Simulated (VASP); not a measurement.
# SrO (P1) in VASP: a series of runs

The runs below take SrO through single point, with PBEsol.

Program: VASP 6.6.1. These are calculated values, not measurements. Logs are shortened: lines on timing, memory, paths and dates and some standing lists are left out, and cuts for length are marked.

### Step 1. The cell of the first run

The typed cell holds 16 atoms: a = 7.154 Å, b = 7.154 Å, c = 7.208 Å, α = 75.64°, β = 60.25°, γ = 60.00°.

### Step 2. Single point, PBEsol

INCAR

```
SYSTEM = SrO
PREC     = Accurate       ! precision mode
ENCUT    = 520            ! plane-wave cutoff, eV
EDIFF    = 1E-6           ! SCF threshold, eV
ISMEAR   = -1             ! smearing method
SIGMA    = 0.0689         ! smearing width, eV
LREAL    = Auto         
LASPH    = .True.         ! aspherical terms in the spheres
NELM     = 100            ! most SCF steps
ALGO     = Normal         ! electronic algorithm
ISIF     = 2              ! what is computed and relaxed
LWAVE    = .False.        ! write WAVECAR
LCHARG   = .False.        ! write CHGCAR
GGA      = PS             ! functional
NBANDS   = 78             ! bands
```

KPOINTS

```
Automatic mesh
0
Gamma
  2 2 2
  0.5 0.5 0.5
```

POSCAR

```
SrO
1.0
   -7.1536409704      0.0000000000      0.0000000000
   -3.5768204852      6.1952348100      0.0000000000
   -3.5768204852      0.0000000000     -6.2584793785
Sr O
8 8
Direct
    0.4763750507      0.3249463599      0.7503798792
    0.4554119357      0.8202570453      0.7596188647
    0.9408932844      0.3431800513      0.7589619958
    0.9752149474      0.8294497558      0.7273190059
    0.5077753265      0.1793817400      0.2622573154
    0.5501692688      0.6634537876      0.2557202642
    0.0326334205      0.1753670415      0.2523852688
    0.0536071851      0.6591675901      0.2397182941
    0.4805061448      0.0082652234     -0.0082726165
    0.4996488599      0.4939334979      0.0031212055
    0.0122415098      0.0458997937     -0.0111928147
   -0.0025781162      0.5328877922      0.0032998431
    0.7554096899      0.0024452665      0.4992562588
    0.7773479166      0.4843968134      0.4910122434
    0.2596796260     -0.0252789450      0.5110081550
    0.2611155271      0.4837195186      0.4769326252
```

Potentials or basis: VASP PAW PBE potentials, release 64 (Sr_sv, O).

Started as:

```console
$ cat potpaw_PBE.64/Sr_sv/POTCAR potpaw_PBE.64/O/POTCAR > POTCAR
$ mpirun -np 1 vasp_std > vasp.out
```

OUTCAR:

```text
SYSTEM = SrO
   PREC = Accurate
   ENCUT = 520
   EDIFF = 1E-6
   ISMEAR = -1
   LREAL = Auto
   LASPH = .True.
   NELM = 100
   ISIF = 2
   GGA = PS

 ion  position               nearest neighbor table
   1  0.476  0.325  0.750-   9 2.49  10 2.53  13 2.54  14 2.61  12 2.71  16 2.77   3 3.42   2 3.49
                             4 3.52   4 3.64   7 3.65   5 3.66   2 3.67   8 3.70   3 3.74   6 3.74
   2  0.455  0.820  0.760-   9 2.51  15 2.52  11 2.53  10 2.53  14 2.68  13 2.72   3 3.44   1 3.49
                             4 3.52   8 3.61   4 3.64   1 3.67   6 3.71   3 3.71   6 3.76   7 3.79
   3  0.941  0.343  0.759-  11 2.35  14 2.49  10 2.50  16 2.66  12 2.75  15 2.76   1 3.42   2 3.44
                             4 3.55   4 3.62   5 3.68   6 3.69   2 3.71   7 3.73   1 3.74   7 3.77
   4  0.975  0.829  0.727-  15 2.41  13 2.51  12 2.52  16 2.66   9 2.79  11 2.89   1 3.52   2 3.52
                             3 3.55   3 3.62   6 3.62   1 3.64   2 3.64   7 3.66   8 3.69   8 3.82
   5  0.508  0.179  0.262-  16 2.32  10 2.54  15 2.58   9 2.67  13 2.71  11 2.87   8 3.39   7 3.45
                             6 3.56   6 3.61   1 3.66   3 3.68   7 3.71   8 3.78   1 3.78   3 3.81
   6  0.550  0.663  0.256-  15 2.50  12 2.55  14 2.60  16 2.62  10 2.67   9 2.71   7 3.47   8 3.53
                             5 3.56   5 3.61   4 3.62   8 3.63   7 3.69   3 3.69   2 3.71   1 3.74
   7  0.033  0.175  0.252-  11 2.40  14 2.43  13 2.55   9 2.56  12 2.71  15 2.74   5 3.45   6 3.47
                             8 3.52   8 3.64   1 3.65   4 3.66   6 3.69   5 3.71   3 3.73   3 3.77
   8  0.054  0.659  0.240-  12 2.39  16 2.51  10 2.51  14 2.56  13 2.68  11 2.87   5 3.39   7 3.52
                             6 3.53   2 3.61   6 3.63   7 3.64   4 3.69   1 3.70   5 3.78   3 3.79
   9  0.481  0.008  0.992-   1 2.49   2 2.51   7 2.56   5 2.67   6 2.71   4 2.79
  10  0.500  0.494  0.003-   3 2.50   8 2.51   1 2.53   2 2.53   5 2.54   6 2.67
  11  0.012  0.046  0.989-   3 2.35   7 2.40   2 2.53   8 2.87   5 2.87   4 2.89
  12  0.997  0.533  0.003-   8 2.39   4 2.52   6 2.55   1 2.71   7 2.71   3 2.75
  13  0.755  0.002  0.499-   4 2.51   1 2.54   7 2.55   8 2.68   5 2.71   2 2.72
  14  0.777  0.484  0.491-   7 2.43   3 2.49   8 2.56   6 2.60   1 2.61   2 2.68
  15  0.260  0.975  0.511-   4 2.41   6 2.50   2 2.52   5 2.58   7 2.74   3 2.76
  16  0.261  0.484  0.477-   5 2.32   8 2.51   6 2.62   4 2.66   3 2.66   1 2.77

  LATTYP: Found a face centered orthorhombic cell.
 ALAT       =     7.1536409704
 B/A-ratio  =     1.7320508076
 C/A-ratio  =     1.7497325919

  Lattice vectors:

 A1 = (   0.0000000000,   6.1952348100,  -6.2584793785)
 A2 = (  -3.5768204852,   0.0000000000,  -6.2584793785)
 A3 = (  -3.5768204852,   6.1952348100,   0.0000000000)

Analysis of symmetry for initial positions (statically):
=====================================================================
 Subroutine PRICEL returns:
 Original cell was already a primitive cell.

 Routine SETGRP: Setting up the symmetry group for a
 face centered orthorhombic supercell.

 Subroutine GETGRP returns: Found  1 space group operations
 (whereof  1 operations were pure point group operations)
 out of a pool of  8 trial point group operations.

The static configuration has the point symmetry C_1 .

Analysis of symmetry for dynamics (positions and initial velocities):
=====================================================================
 Subroutine PRICEL returns:
 Original cell was already a primitive cell.

 Routine SETGRP: Setting up the symmetry group for a
 face centered orthorhombic supercell.

 Subroutine GETGRP returns: Found  1 space group operations
 (whereof  1 operations were pure point group operations)
 out of a pool of  8 trial point group operations.

The dynamic configuration has the point symmetry C_1 .

 Subroutine INISYM returns: Found  1 space group operations
 (whereof  1 operations are pure point group operations),
 and found     1 'primitive' translations

----------------------------------------------------------------------------------------

                                     Primitive cell

  volume of cell :     277.3663

  direct lattice vectors                    reciprocal lattice vectors
    -7.153640970  0.000000000  0.000000000    -0.139788956 -0.080707191  0.079891611
    -3.576820485  6.195234810  0.000000000     0.000000000  0.161414382  0.000000000
    -3.576820485  0.000000000 -6.258479378     0.000000000  0.000000000 -0.159783222

  length of vectors
     7.153640970  7.153640970  7.208481734     0.180103504  0.161414382  0.159783222

  position of ions in fractional coordinates (direct lattice)
     0.476375051  0.324946360  0.750379879
     0.455411936  0.820257045  0.759618865
     0.940893284  0.343180051  0.758961996
     0.975214947  0.829449756  0.727319006
     0.507775327  0.179381740  0.262257315
     0.550169269  0.663453788  0.255720264
[... 8 lines left out ...]
     0.259679626  0.974721055  0.511008155
     0.261115527  0.483719519  0.476932625

  ion indices of the primitive-cell ions
   primitive index   ion index
                 1           1
                 2           2
                 3           3
                 4           4
                 5           5
                 6           6
[... 8 lines left out ...]
                15          15
                16          16

----------------------------------------------------------------------------------------

 KPOINTS: Automatic mesh

Automatic generation of k-mesh.
 Grid dimensions read from file:
 generate k-points for:    2    2    2

 Generating k-lattice:

  Cartesian coordinates                     Fractional coordinates (reciprocal lattice)
    -0.069894478 -0.040353596  0.039945806     0.500000000 -0.000000000 -0.000000000
     0.000000000  0.080707191  0.000000000     0.000000000  0.500000000  0.000000000
     0.000000000  0.000000000 -0.079891611     0.000000000  0.000000000  0.500000000

  Length of vectors
     0.090051752  0.080707191  0.079891611

  Shift w.r.t. Gamma in fractional coordinates (k-lattice)
     0.500000000  0.500000000  0.500000000

 Subroutine IBZKPT returns following result:
 ===========================================

 Found     16 irreducible k-points:

 Following reciprocal coordinates:
            Coordinates               Weight
  0.250000  0.250000  0.250000      2.000000
  0.250000  0.000000  0.000000      2.000000
 -0.250000  0.000000 -0.250000      2.000000
 -0.250000 -0.250000  0.000000      2.000000
 -0.250000  0.250000  0.250000      2.000000
 -0.250000  0.500000  0.500000      2.000000
[... 8 lines left out ...]
  0.250000  0.000000 -0.250000      2.000000
  0.250000  0.250000  0.500000      2.000000
   k-points           NKPTS =     16   k-points in BZ     NKDIM =     16   number of bands    NBANDS=     78
   number of dos      NEDOS =    301   number of ions     NIONS =     16
   total plane-waves  NPLWV = 157464
   dimension x,y,z NGX =    54 NGY =   54 NGZ =   54
   dimension x,y,z NGXF=   108 NGYF=  108 NGZF=  108
   ions per type =               8   8
   NGX,Y,Z   is equivalent  to a cutoff of  12.55, 12.55, 12.45 a.u.
   NGXF,Y,Z  is equivalent  to a cutoff of  25.10, 25.10, 24.91 a.u.
 SYSTEM =  SrO
   PREC   = accura    normal or accurate (medium, high low for compatibility)
   ISTART =      0    job   : 0-new  1-cont  2-samecut
   ICHARG =      2    charge: 1-file 2-atom 10-const
   ISPIN  =      1    spin polarized calculation?
   LNONCOLLINEAR =      F non collinear calculations
   LSORBIT =      F    spin-orbit coupling
   LASPH  =      T    aspherical Exc in radial PAW
   ENCUT  =  520.0 eV  38.22 Ry    6.18 a.u.  13.30 13.30 13.40*2*pi/ulx,y,z
   NELM   =    100;   NELMIN=  2; NELMDL= -5     # of ELM steps
   EDIFF  = 0.1E-05   stopping-criterion for ELM
   LREAL  =      T    real-space projection
   EDIFFG = 0.1E-04   stopping-criterion for IOM
   NSW    =      0    number of steps for IOM
   IBRION =     -1    ionic relax: 0-MD 1-quasi-New 2-CG
   NFREE  =      0    steps in history (QN), initial steepest desc. (CG)
   ISIF   =      2    stress and relaxation
   ISYM   =      2    0-nonsym 1-usesym 2-fastsym
   POTIM  = 0.5000    time-step for ionic-motion
   TEBEG  =    0.0;   TEEND  =   0.0 temperature during run
   PSTRESS=    0.0 pullay stress
   NELECT =     128.0000    total number of electrons
   NUPDOWN=      -1.0000    fix difference up-down
   EMIN   =  10.00;   EMAX   =-10.00  energy-range for DOS
   EFERMI =   0.00;   METHOD = LEGACY
   ISMEAR =    -1;   SIGMA  =   0.07  broadening in eV -4-tet -1-fermi 0-gaus
   EFERMI_NEDOS =   21; number of points for ismear=-14 and -15
   IALGO  =     38    algorithm
   IMIX   =      4    mixing-type and parameters
     AMIX     =   0.40;   BMIX     =  1.00
     AMIX_MAG =   1.60;   BMIX_MAG =  1.00
  volume/ion in A,a.u.               =      17.34       116.99
  Fermi-wavevector in a.u.,A,eV,Ry     =   1.265106  2.390704 21.776031  1.600493
  Thomas-Fermi vector in A             =   2.398376
   LORBIT       =      0    0 simple, 1 ext, 2 COOP (PROOUT), +10 PAW based schemes
   GGA     = PS    functional components
   LHFCALC =     F    Hartree Fock is set to
   AEXX    =    0.0000 exact exchange contribution
   IVDW    =     0    specifies the selected vdW correction
   LEPSILON=     F    determine dielectric tensor
   LRPA    =     F    only Hartree local field effects (RPA)
 non-spin polarized calculation
  energy-cutoff  :      520.00
  volume of cell :      277.37
 maximum number of plane-waves:      7476
 NGX is ok and might be reduce to    54
   NGX = 27   NGY = 27   NGZ = 27

 number of electron     128.0000001 magnetization

 Free energy of the ion-electron system (eV)
  ---------------------------------------------------
  ext. energy  EPLUGINS =         0.00000000
  ---------------------------------------------------
  free energy    TOTEN  =       -98.85442065 eV

  energy without entropy =      -98.85442065  energy(sigma->0) =      -98.85442065

 E-fermi :   3.4865     XC(G=0): -10.1579

 val. band max:        1.7656347745   @ k =   0.2500   0.0000   0.0000
 cond. band min:       5.1353482919   @ k =  -0.2500  -0.2500   0.2500
 fundamental gap:      3.3697135174
 Fermi energy:         3.4864778583

 k-point     1 :       0.2500    0.2500    0.2500
  band No.  band energies     occupation
      1     -31.0401      2.00000
      2     -30.9885      2.00000
      3     -30.9262      2.00000
      4     -30.8520      2.00000
      5     -30.7591      2.00000
      6     -30.7263      2.00000
[... 68 lines left out ...]
     75       7.9359      0.00000
     76       8.2078      0.00000

 k-point     2 :       0.2500    0.0000    0.0000
  band No.  band energies     occupation
      1     -31.0393      2.00000
      2     -30.9873      2.00000
      3     -30.9337      2.00000
      4     -30.8451      2.00000
      5     -30.7511      2.00000
      6     -30.7302      2.00000
[... 68 lines left out ...]
     75       7.9527      0.00000
     76       8.1675      0.00000

 k-point     3 :      -0.2500    0.0000   -0.2500
  band No.  band energies     occupation
      1     -31.0395      2.00000
      2     -30.9877      2.00000
      3     -30.9315      2.00000
      4     -30.8467      2.00000
      5     -30.7560      2.00000
      6     -30.7262      2.00000
[... 1016 lines left out ...]
     75       7.9721      0.00000
     76       8.1205      0.00000

 k-point    16 :       0.2500    0.2500    0.5000
  band No.  band energies     occupation
      1     -31.0312      2.00000
      2     -30.9934      2.00000
      3     -30.9269      2.00000
      4     -30.8532      2.00000
      5     -30.7586      2.00000
      6     -30.7295      2.00000
[... 68 lines left out ...]
     75       7.9416      0.00000
     76       8.0910      0.00000
 [bands above 76 left out]

------------------------ aborting loop because EDIFF is reached ----------------------------------------

  FORCE on cell =-STRESS in cart. coord.  units (eV):
  Direction    XX          YY          ZZ          XY          YZ          ZX
  --------------------------------------------------------------------------------------
  -------------------------------------------------------------------------------------
  Total       -2.4465562     -2.4617833     -3.5684223      0.3768964     -0.4403901      0.7895018
  in kB      -14.1322736    -14.2202318    -20.6126150      2.1771020     -2.5438668      4.5604739
  external PRESSURE =     -16.3217068 kB  Pullay stress =       0.0000000 kB

 VOLUME and BASIS-vectors are now :
 -----------------------------------------------------------------------------
  energy-cutoff  :      520.00
  volume of cell :      277.37
      direct lattice vectors                 reciprocal lattice vectors
    -7.153640970  0.000000000  0.000000000    -0.139788956 -0.080707191  0.079891611
    -3.576820485  6.195234810  0.000000000     0.000000000  0.161414382  0.000000000
    -3.576820485  0.000000000 -6.258479378     0.000000000  0.000000000 -0.159783222

 POSITION                                       TOTAL-FORCE (eV/Angst)
 -----------------------------------------------------------------------------------
     -7.25407      2.01312     -4.69624         0.913131     -0.175889      0.037233
     -8.90879      5.08169     -4.75406        -0.381003      0.957750      0.096050
    -10.67298      2.12608     -4.74995        -0.881734     -0.197066      0.119392
    -12.54462      5.13864     -4.55191         0.347975      0.063472     -0.473083
     -5.21211      1.11131     -1.64133        -0.849193     -1.086864      0.364033
     -7.22343      4.11025     -1.60042         0.230758      0.157268      0.355331
[... 8 lines left out ...]
     -7.17184      6.03863     -3.19813         0.037589      0.160945      0.499234
     -5.30401      2.99676     -2.98487        -0.351387      0.650802     -0.963722
 -----------------------------------------------------------------------------------
    total drift:                               -0.002604     -0.000976     -0.002975

  FREE ENERGIE OF THE ION-ELECTRON SYSTEM (eV)
  ---------------------------------------------------
  free  energy   TOTEN  =       -98.8544206542 eV

  energy  without entropy=      -98.8544206541  energy(sigma->0) =      -98.85442065
```

Run time: 13 min. Hardware: 1 thread of Intel Xeon Platinum 8488C (Sapphire Rapids), shared host; peak memory 0.51 GiB.

Results:

* Free energy: -98.8544 eV
* Pressure: -1.6 GPa
* Largest force: 1.427 eV/Å
* Band gap on the k mesh: 3.37 eV (least direct gap 3.45 eV)

Forces on the atoms (eV/Å):
```
Sr   0.913 -0.176  0.037
Sr  -0.381  0.958  0.096
Sr  -0.882 -0.197  0.119
Sr   0.348  0.063 -0.473
Sr  -0.849 -1.087  0.364
Sr   0.231  0.157  0.355
Sr  -0.058 -0.537  0.440
Sr  -0.049  0.911 -0.384
O   -0.603 -0.131 -0.350
O    0.011  0.142  0.275
O    0.775 -0.851 -0.282
O    0.321 -0.281  0.516
O    0.095 -0.155  0.109
O    0.443  0.371 -0.359
O    0.038  0.161  0.499
O   -0.351  0.651 -0.964
```

Stress tensor (GPa, compression positive):
```
-1.41  0.22  0.46
 0.22 -1.42 -0.25
 0.46 -0.25 -2.06
```

Caveat: the k points lie up to 0.57 Å⁻¹ apart; the atoms stand as in a frame of molecular dynamics; the PAW data sets were made with another functional, which shifts forces and pressure a little; a shifted mesh leaves out Γ, where band edges can lie.

### Step 3. Single point, PBEsol

INCAR

```
SYSTEM = SrO
  ALGO = Normal
  EDIFF = 1E-6
  ENCUT = 520
  GGA = PS
  ISIF = 2
  ISMEAR = -1
  LASPH = .True.
  LCHARG = .False.
  LREAL = Auto
  LWAVE = .False.
  NBANDS = 78
  NELM = 60
  PREC = Accurate
  SIGMA = 0.0689
```

KPOINTS is that of step 2.

POSCAR

```
SrO
1.0
   -7.1536409704      0.0000000000      0.0000000000
   -3.5768204852      6.1952348100      0.0000000000
   -3.5768204852      0.0000000000     -6.2584793785
Sr O
8 8
Direct
    0.4309831560      0.3584041716      0.7480579094
    0.4575204171      0.8508420038      0.7411714123
    0.9688598752      0.3292696827      0.7298431015
    0.9343235406      0.8372727038      0.7728340556
    0.5849108397      0.1536025718      0.2376431894
    0.5343737092      0.6637480461      0.2462499126
    0.0591328369      0.1400106738      0.2493759116
    0.0230515684      0.6667865104      0.2731254505
    0.5084749350     -0.0238830334     -0.0098357758
    0.5114051459      0.4998909799      0.0110536435
    0.0238784005     -0.0092926260     -0.0099701535
    0.0193862705      0.4848674977      0.0102139827
    0.7403728371      0.0247064082      0.5018628025
    0.7335183487      0.5241599551      0.5099895369
    0.2522400424      0.0064404339      0.4997958467
    0.2482074467      0.4934573255      0.4961959307
```

Potentials or basis: VASP PAW PBE potentials, release 64 (Sr_sv, O).

Started as:

```console
$ cat potpaw_PBE.64/Sr_sv/POTCAR potpaw_PBE.64/O/POTCAR > POTCAR
$ mpirun -np 1 vasp_std > vasp.out
```

Wall time 13 min (1 thread of Intel Xeon Platinum 8488C (Sapphire Rapids), shared host); peak memory 0.51 GiB.

Results (log left out):

```
Free energy            : -98.8871 eV
Pressure               : -1.9 GPa
Largest force          : 1.561 eV/Å
Band gap on the k mesh : 3.27 eV (least direct gap 3.40 eV)
```

Forces on the atoms (eV/Å):
```
Sr  -1.039 -0.444 -0.100
Sr   0.338 -0.603 -0.229
Sr   0.194  0.195 -0.489
Sr  -0.515 -0.144  0.540
Sr   1.311  0.840 -0.107
Sr  -0.547 -0.160 -0.193
Sr  -0.467  0.945  0.212
Sr  -0.396 -0.577  0.739
O   -0.485  0.408 -0.453
O    0.339 -0.406  0.336
O    0.579  0.018 -0.391
O    0.516  0.408 -0.042
O   -0.145 -0.415  0.049
O    0.059 -0.309  0.113
O    0.239 -0.087  0.308
O    0.018  0.331 -0.294
```

Stress tensor (GPa, compression positive):
```
-1.71 -0.10 -0.08
-0.10 -1.72 -0.33
-0.08 -0.33 -2.24
```

Levels at points of the mesh, in eV from the valence-band top:
| k point | band 60 | band 61 | band 62 | band 63 | band 64 | band 65 | band 66 | band 67 | band 68 | band 69 |
| --- | --- | --- | --- | --- | --- | --- | --- | --- | --- | --- |
| (0.25, 0.25, 0.25) | -0.58 | -0.53 | -0.43 | -0.30 | -0.02 | 3.53 | 3.71 | 3.91 | 4.01 | 4.34 |

Caveat: the k points lie up to 0.57 Å⁻¹ apart; the atoms stand as in a frame of molecular dynamics; the PAW data sets were made with another functional, which shifts forces and pressure a little; a shifted mesh leaves out Γ, where band edges can lie.

(Continued in part 2 of 2.)
